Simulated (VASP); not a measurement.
## Au: single point with r2SCAN

Crystal: Au.

```
CELL_PARAMETERS angstrom
0.00000 2.14089 2.14089
2.14089 0.00000 2.14089
2.14089 2.14089 0.00000
ATOMIC_POSITIONS crystal
Au 0.00000 0.00000 0.00000
```

This cell differs from its parent crystal: volume scaled by 1.12.

- Program: VASP 6.6.1
- Task: single point
- Functional: r2SCAN
- Potentials or basis: VASP PAW PBE potentials, release 64 (Au)
- Cutoff: 520 eV
- k mesh: 22 × 22 × 22
- Occupations: fermi-dirac, width 0.1 eV
- Spin: no spin polarisation

* Pressure: -12.3 GPa

Levels at points of the mesh, in eV from the Fermi level:
```tsv
k point	band 3	band 4	band 5	band 6	band 7	band 8	band 9	band 10
(0.00, 0.00, 0.00)	-4.26	-4.26	-3.07	-3.07	15.39	18.59	18.59	18.59
(0.50, 0.00, 0.00)	-4.29	-2.10	-2.10	-0.16	2.43	14.82	16.73	16.73
(0.50, 0.50, 0.00)	-2.15	-1.83	-1.83	1.58	4.88	10.05	10.05	16.48
```

Wall time 5.5 min on 1 thread of Intel Xeon 8259CL (shared host), peak memory 0.21 GiB.

Caveat: the PAW data sets were made with another functional, which shifts forces and pressure a little; spin-orbit coupling is left out, which moves the levels of the heavy elements.
